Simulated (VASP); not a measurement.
# BN in VASP: settings compared

Aim: see how the results for BN move with the level of theory and the settings. Levels: PBE, LDA. Tasks: relaxation of cell and atoms, single point.

Program: VASP 6.6.1. These are calculated values, not measurements. Logs are shortened: lines on timing, memory, paths and dates and some standing lists are left out, and cuts for length are marked.

## (1) The cell of the first run

The structure is cubic, space group F-43m (No. 216). The conventional cell has a = 3.626 Å, b = 3.626 Å, c = 3.626 Å, α = 90.00°, β = 90.00°, γ = 90.00°. N (site symmetry -43m) has 4 B at 1.57 Å within 2.1 Å. Within 2.1 Å of B (site symmetry -43m) lie 4 N at 1.57 Å.

## (2) Relaxation of cell and atoms, PBE, target pressure 20 GPa, at which the enthalpy is minimised

Contents of INCAR:

```
SYSTEM = BN
ALGO     = Normal         ! electronic algorithm
EDIFF    = 1E-7           ! SCF threshold, eV
EDIFFG   = -0.02          ! ionic threshold
ENCUT    = 600            ! plane-wave cutoff, eV
GGA      = PE             ! functional
IBRION   = 2              ! ionic algorithm
ISIF     = 3              ! what is computed and relaxed
ISMEAR   = -1             ! smearing method
LASPH    = .TRUE.         ! aspherical terms in the spheres
LCHARG   = .FALSE.        ! write CHGCAR
LREAL    = .FALSE.        ! projectors in reciprocal space
LWAVE    = .FALSE.        ! write WAVECAR
NELM     = 80             ! most SCF steps
NSW      = 80             ! ionic steps
PREC     = Accurate       ! precision mode
PSTRESS  = 200.0        
SIGMA    = 0.05           ! smearing width, eV
```

Contents of KPOINTS:

```
k-points
0
G
  13 13 13
  0 0 0
```

Contents of POSCAR:

```
BN
1.0
    0.0000000000      1.8130010000      1.8130010000
    1.8130010000      0.0000000000      1.8130010000
    1.8130010000      1.8130010000      0.0000000000
N B
1 1
Direct
    0.2500000000      0.2500000000      0.2500000000
    0.0000000000      0.0000000000      0.0000000000
```

Potentials or basis: VASP PAW PBE potentials, release 64 (N, B).

Launch:

```
cat potpaw_PBE.64/N/POTCAR potpaw_PBE.64/B/POTCAR > POTCAR
mpirun -np 1 vasp_std > vasp.out
```

OUTCAR:

```text
SYSTEM = BN
   EDIFF = 1E-7
   EDIFFG = -0.02
   ENCUT = 600
   GGA = PE
   IBRION = 2
   ISIF = 3
   ISMEAR = -1
   LASPH = .TRUE.
   LREAL = .FALSE.
   NELM = 80
   NSW = 80
   PREC = Accurate
   PSTRESS = 200.0

 ion  position               nearest neighbor table
   1  0.250  0.250  0.250-   2 1.57   2 1.57   2 1.57   2 1.57
   2  0.000  0.000  0.000-   1 1.57   1 1.57   1 1.57   1 1.57

  LATTYP: Found a face centered cubic cell.
 ALAT       =     3.6260020000

  Lattice vectors:

 A1 = (   0.0000000000,   1.8130010000,   1.8130010000)
 A2 = (   1.8130010000,   0.0000000000,   1.8130010000)
 A3 = (   1.8130010000,   1.8130010000,   0.0000000000)

Analysis of symmetry for initial positions (statically):
=====================================================================
 Subroutine PRICEL returns:
 Original cell was already a primitive cell.

 Routine SETGRP: Setting up the symmetry group for a
 face centered cubic supercell.

 Subroutine GETGRP returns: Found 24 space group operations
 (whereof 24 operations were pure point group operations)
 out of a pool of 48 trial point group operations.

The static configuration has the point symmetry T_d .

Analysis of symmetry for dynamics (positions and initial velocities):
=====================================================================
 Subroutine PRICEL returns:
 Original cell was already a primitive cell.

 Routine SETGRP: Setting up the symmetry group for a
 face centered cubic supercell.

 Subroutine GETGRP returns: Found 24 space group operations
 (whereof 24 operations were pure point group operations)
 out of a pool of 48 trial point group operations.

The dynamic configuration has the point symmetry T_d .

 Subroutine INISYM returns: Found 24 space group operations
 (whereof 24 operations are pure point group operations),
 and found     1 'primitive' translations

----------------------------------------------------------------------------------------

                                     Primitive cell

  volume of cell :      11.9186

  direct lattice vectors                    reciprocal lattice vectors
     0.000000000  1.813001000  1.813001000    -0.275785838  0.275785838  0.275785838
     1.813001000  0.000000000  1.813001000     0.275785838 -0.275785838  0.275785838
     1.813001000  1.813001000  0.000000000     0.275785838  0.275785838 -0.275785838

  length of vectors
     2.563970603  2.563970603  2.563970603     0.477675083  0.477675083  0.477675083

  position of ions in fractional coordinates (direct lattice)
     0.250000000  0.250000000  0.250000000
     0.000000000  0.000000000  0.000000000

  ion indices of the primitive-cell ions
   primitive index   ion index
                 1           1
                 2           2

----------------------------------------------------------------------------------------

 KPOINTS: k-points

Automatic generation of k-mesh.
 Grid dimensions read from file:
 generate k-points for:   13   13   13

 Generating k-lattice:

  Cartesian coordinates                     Fractional coordinates (reciprocal lattice)
    -0.021214295  0.021214295  0.021214295     0.076923077  0.000000000  0.000000000
     0.021214295 -0.021214295  0.021214295     0.000000000  0.076923077  0.000000000
     0.021214295  0.021214295 -0.021214295     0.000000000  0.000000000  0.076923077

  Length of vectors
     0.036744237  0.036744237  0.036744237

  Shift w.r.t. Gamma in fractional coordinates (k-lattice)
     0.000000000  0.000000000  0.000000000

 Subroutine IBZKPT returns following result:
 ===========================================

 Found     84 irreducible k-points:

 Following reciprocal coordinates:
            Coordinates               Weight
  0.000000  0.000000  0.000000      1.000000
  0.076923  0.000000  0.000000      8.000000
  0.153846  0.000000  0.000000      8.000000
  0.230769  0.000000  0.000000      8.000000
  0.307692  0.000000  0.000000      8.000000
  0.384615  0.000000  0.000000      8.000000
[... 16 lines left out ...]
  0.384615  0.153846  0.000000     24.000000
  0.461538  0.153846  0.000000     24.000000
 [... further k-points ...]
   k-points           NKPTS =     84   k-points in BZ     NKDIM =     84   number of bands    NBANDS=      8
   number of dos      NEDOS =    301   number of ions     NIONS =      2
   total plane-waves  NPLWV =   8000
   dimension x,y,z NGX =    20 NGY =   20 NGZ =   20
   dimension x,y,z NGXF=    40 NGYF=   40 NGZF=   40
   ions per type =               1   1
   NGX,Y,Z   is equivalent  to a cutoff of  12.97, 12.97, 12.97 a.u.
   NGXF,Y,Z  is equivalent  to a cutoff of  25.94, 25.94, 25.94 a.u.
 SYSTEM =  BN
   PREC   = accura    normal or accurate (medium, high low for compatibility)
   ISTART =      0    job   : 0-new  1-cont  2-samecut
   ICHARG =      2    charge: 1-file 2-atom 10-const
   ISPIN  =      1    spin polarized calculation?
   LNONCOLLINEAR =      F non collinear calculations
   LSORBIT =      F    spin-orbit coupling
   LASPH  =      T    aspherical Exc in radial PAW
   ENCUT  =  600.0 eV  44.10 Ry    6.64 a.u.   5.12  5.12  5.12*2*pi/ulx,y,z
   NELM   =     80;   NELMIN=  2; NELMDL= -5     # of ELM steps
   EDIFF  = 0.1E-06   stopping-criterion for ELM
   LREAL  =      F    real-space projection
   EDIFFG = -.2E-01   stopping-criterion for IOM
   NSW    =     80    number of steps for IOM
   IBRION =      2    ionic relax: 0-MD 1-quasi-New 2-CG
   NFREE  =      1    steps in history (QN), initial steepest desc. (CG)
   ISIF   =      3    stress and relaxation
   ISYM   =      2    0-nonsym 1-usesym 2-fastsym
   POTIM  = 0.5000    time-step for ionic-motion
   TEBEG  =    0.0;   TEEND  =   0.0 temperature during run
   PSTRESS=  200.0 pullay stress
   NELECT =       8.0000    total number of electrons
   NUPDOWN=      -1.0000    fix difference up-down
   EMIN   =  10.00;   EMAX   =-10.00  energy-range for DOS
   EFERMI =   0.00;   METHOD = LEGACY
   ISMEAR =    -1;   SIGMA  =   0.05  broadening in eV -4-tet -1-fermi 0-gaus
   EFERMI_NEDOS =   21; number of points for ismear=-14 and -15
   IALGO  =     38    algorithm
   IMIX   =      4    mixing-type and parameters
     AMIX     =   0.40;   BMIX     =  1.00
     AMIX_MAG =   1.60;   BMIX_MAG =  1.00
  volume/ion in A,a.u.               =       5.96        40.22
  Fermi-wavevector in a.u.,A,eV,Ry     =   1.433387  2.708709 27.954506  2.054598
  Thomas-Fermi vector in A             =   2.552911
   LORBIT       =      0    0 simple, 1 ext, 2 COOP (PROOUT), +10 PAW based schemes
   GGA     = PE    functional components
   LHFCALC =     F    Hartree Fock is set to
   AEXX    =    0.0000 exact exchange contribution
   IVDW    =     0    specifies the selected vdW correction
   LEPSILON=     F    determine dielectric tensor
   LRPA    =     F    only Hartree local field effects (RPA)
 conjugate gradient relaxation of ions
 non-spin polarized calculation
  energy-cutoff  :      600.00
  volume of cell :       11.92
 maximum number of plane-waves:       411
   NGX = 11   NGY = 11   NGZ = 11

--------------------------------------- Ionic step        1  -------------------------------------------

 number of electron       7.9999999 magnetization

 Free energy of the ion-electron system (eV)
  ---------------------------------------------------
  ext. energy  EPLUGINS =         0.00000000
  ---------------------------------------------------
  free energy    TOTEN  =       -17.45461874 eV

  energy without entropy =      -17.45461874  energy(sigma->0) =      -17.45461874

------------------------ aborting loop because EDIFF is reached ----------------------------------------

  FORCE on cell =-STRESS in cart. coord.  units (eV):
  Direction    XX          YY          ZZ          XY          YZ          ZX
  --------------------------------------------------------------------------------------
  -------------------------------------------------------------------------------------
  Total       -0.0332523     -0.0332523     -0.0332523     -0.0000000      0.0000000      0.0000000
  in kB       -4.4700062     -4.4700062     -4.4700062     -0.0000000      0.0000000      0.0000000
  external PRESSURE =    -204.4700062 kB  Pullay stress =     200.0000000 kB

 VOLUME and BASIS-vectors are now :
 -----------------------------------------------------------------------------
  energy-cutoff  :      600.00
  volume of cell :       11.92
      direct lattice vectors                 reciprocal lattice vectors
     0.000000000  1.813001000  1.813001000    -0.275785838  0.275785838  0.275785838
     1.813001000  0.000000000  1.813001000     0.275785838 -0.275785838  0.275785838
     1.813001000  1.813001000  0.000000000     0.275785838  0.275785838 -0.275785838
[... 46 lines left out ...]
  FREE ENERGIE OF THE ION-ELECTRON SYSTEM (eV)
  ---------------------------------------------------
  free  energy   TOTEN  =       -17.2729444843 eV

  energy  without entropy=      -17.2729444843  energy(sigma->0) =      -17.27294448

  enthalpy is  TOTEN    =       -15.9429736114 eV   P V=        1.3299708729

--------------------------------------- Ionic step        3  -------------------------------------------

 number of electron       7.9999998 magnetization

 Free energy of the ion-electron system (eV)
  ---------------------------------------------------
  ext. energy  EPLUGINS =         0.00000000
  ---------------------------------------------------
  free energy    TOTEN  =       -17.42146302 eV

  energy without entropy =      -17.42146302  energy(sigma->0) =      -17.42146302

 E-fermi :   8.9111     XC(G=0): -13.0226

 val. band max:        7.9076948831   @ k =   0.0000   0.0000   0.0000
 cond. band min:      12.4867360706   @ k =   0.4615   0.4615   0.0000
 fundamental gap:      4.5790411875
 Fermi energy:         8.9111188647

 k-point     1 :       0.0000    0.0000    0.0000
  band No.  band energies     occupation
      1     -12.7893      2.00000
      2       7.9077      2.00000
      3       7.9077      2.00000
      4       7.9077      2.00000
      5      16.9197      0.00000
      6      16.9197      0.00000
      7      16.9197      0.00000
      8      18.9224      0.00000

 k-point     2 :       0.0769    0.0000    0.0000
  band No.  band energies     occupation
      1     -12.6405      2.00000
      2       7.0995      2.00000
      3       7.7453      2.00000
      4       7.7453      2.00000
      5      17.1541      0.00000
      6      17.1665      0.00000
      7      17.1665      0.00000
      8      19.3783      0.00000
[... 221 lines left out ...]
 k-point    23 :       0.3846    0.1538    0.0000
  band No.  band energies     occupation
      1      -9.6900      2.00000
      2       0.1208      2.00000
      3       4.9923      2.00000
      4       5.1165      2.00000
      5      16.6997      0.00000
      6      20.5192      0.00000
      7      20.9005      0.00000
      8      21.8800      0.00000

 k-point    24 :       0.4615    0.1538    0.0000
  band No.  band energies     occupation
      1      -8.6471      2.00000
      2      -1.6675      2.00000
      3       4.5396      2.00000
      4       4.9593      2.00000
      5      17.0094      0.00000
      6      20.5244      0.00000
      7      20.7490      0.00000
      8      23.0549      0.00000

 [... further k-points ...]
[... 5 lines left out ...]
  --------------------------------------------------------------------------------------
  -------------------------------------------------------------------------------------
  Total        1.3946070      1.3946070      1.3946070     -0.0000000     -0.0000000      0.0000000
  in kB      196.9776242    196.9776242    196.9776242     -0.0000000     -0.0000000      0.0000000
  external PRESSURE =      -3.0223758 kB  Pullay stress =     200.0000000 kB

 VOLUME and BASIS-vectors are now :
 -----------------------------------------------------------------------------
  energy-cutoff  :      600.00
  volume of cell :       11.34
      direct lattice vectors                 reciprocal lattice vectors
    -0.000000000  1.783357893  1.783357893    -0.280369971  0.280369971  0.280369971
     1.783357893  0.000000000  1.783357893     0.280369971 -0.280369971  0.280369971
     1.783357893  1.783357893 -0.000000000     0.280369971  0.280369971 -0.280369971

 POSITION                                       TOTAL-FORCE (eV/Angst)
 -----------------------------------------------------------------------------------
      0.89168      0.89168      0.89168        -0.000000     -0.000000     -0.000000
      0.00000      0.00000      0.00000         0.000000      0.000000      0.000000
 -----------------------------------------------------------------------------------
    total drift:                                0.000000      0.000000      0.000000

  FREE ENERGIE OF THE ION-ELECTRON SYSTEM (eV)
  ---------------------------------------------------
  free  energy   TOTEN  =       -17.4214630182 eV

  energy  without entropy=      -17.4214630182  energy(sigma->0) =      -17.42146302

  enthalpy is  TOTEN    =       -16.0054575390 eV   P V=        1.4160054792

 reached required accuracy - stopping structural energy minimisation
```

Run time: 11 s. Hardware: 1 thread of AMD EPYC 9R45 (Zen 5), shared host; peak memory 0.09 GiB.

What came out:

- Free energy: -17.4215 eV
- Relaxed volume: 5.67 Å³/atom
- Relaxed cell: a = 2.522 Å, b = 2.522 Å, c = 2.522 Å, α = 60.00°, β = 60.00°, γ = 60.00°
- Space group after relaxing (to 0.1 Å): F-43m (No. 216)
- Energy change on relaxing (the run minimises the enthalpy): +16.6 meV/atom
- Ionic steps: 3
- Pressure after relaxing: 19.7 GPa
- Band gap on the k mesh: 4.58 eV (least direct gap 9.01 eV)

Step by step:
| step | energy change (eV) | largest force (eV/Å) | pressure (GPa) | volume (Å³) |
| --- | --- | --- | --- | --- |
| 1 | 0.0000 | 0.0000 | -0.45 | 11.92 |
| 2 | 0.1817 | 0.0000 | 50.80 | 10.65 |
| 3 | 0.0332 | 0.0000 | 19.70 | 11.34 |

Final structure:
```
N B
1.0
     0.00000    1.78336    1.78336
     1.78336    0.00000    1.78336
     1.78336    1.78336    0.00000
N B
1 1
Direct
  0.25000 0.25000 0.25000
  0.00000 0.00000 0.00000
```

Levels at points of the mesh, in eV from the valence-band top:
| k point | band 1 | band 2 | band 3 | band 4 | band 5 | band 6 | band 7 | band 8 |
| --- | --- | --- | --- | --- | --- | --- | --- | --- |
| (0.00, 0.00, 0.00) | -20.70 | 0.00 | 0.00 | 0.00 | 9.01 | 9.01 | 9.01 | 11.01 |

Caveat: the cell is relaxed towards a set pressure, so the run minimises the enthalpy, not the energy; an odd mesh through Γ misses points on the zone boundary, where band edges can lie.

## (3) Relaxation of cell and atoms, PBE, target pressure 30 GPa, at which the enthalpy is minimised

Contents of INCAR:

```
SYSTEM = BN
PREC = Accurate
ENCUT = 600
EDIFF = 1E-7
ISMEAR = -1
SIGMA = 0.05
LREAL = .FALSE.
LASPH = .TRUE.
NELM = 60
ALGO = Normal
ISIF = 3
LWAVE = .FALSE.
LCHARG = .FALSE.
GGA = PE
IBRION = 2
NSW = 80
EDIFFG = -0.02
PSTRESS = 300.0
```

Contents of KPOINTS:

```
Automatic mesh
0
G
  13 13 13
  0 0 0
```

POSCAR is that of step 2.

Potentials or basis: VASP PAW PBE potentials, release 64 (N, B).

Launch:

```
cat potpaw_PBE.64/N/POTCAR potpaw_PBE.64/B/POTCAR > POTCAR
mpirun -np 1 vasp_std > vasp.out
```

Run time: 14 s. Hardware: 1 thread of AMD EPYC 9R45 (Zen 5), shared host; peak memory 0.09 GiB.

The run converged. Its results:

```
Free energy                                                : -17.3831 eV
Relaxed volume                                             : 5.55 Å³/atom
Relaxed cell                                               : a = 2.503 Å, b = 2.503 Å, c = 2.503 Å, α = 60.00°, β = 60.00°, γ = 60.00°
Space group after relaxing (to 0.1 Å)                      : F-43m (No. 216)
Energy change on relaxing (the run minimises the enthalpy) : +35.7 meV/atom
Ionic steps                                                : 4
Pressure after relaxing                                    : 29.9 GPa
Band gap on the k mesh                                     : 4.60 eV (least direct gap 9.12 eV)
```

Step by step:
| step | energy change (eV) | largest force (eV/Å) | pressure (GPa) | volume (Å³) |
| --- | --- | --- | --- | --- |
| 1 | 0.0000 | 0.0000 | -0.45 | 11.92 |
| 2 | 0.4267 | 0.0000 | 84.91 | 10.07 |
| 3 | 0.0683 | 0.0000 | 29.18 | 11.11 |
| 4 | 0.0715 | 0.0000 | 29.93 | 11.09 |

Final structure:
```
N B
1.0
     0.00000    1.77024    1.77024
     1.77024    0.00000    1.77024
     1.77024    1.77024    0.00000
N B
1 1
Direct
  0.25000 0.25000 0.25000
  0.00000 0.00000 0.00000
```

Levels at points of the mesh, in eV from the valence-band top:
```csv
k point,band 2,band 3,band 4,band 5,band 6,band 7
"(0.00, 0.00, 0.00)",0.00,0.00,0.00,9.12,9.12,9.12
```

Caveat: the cell is relaxed towards a set pressure, so the run minimises the enthalpy, not the energy; an odd mesh through Γ misses points on the zone boundary, where band edges can lie.

(Part 1 of 2 ends here.)
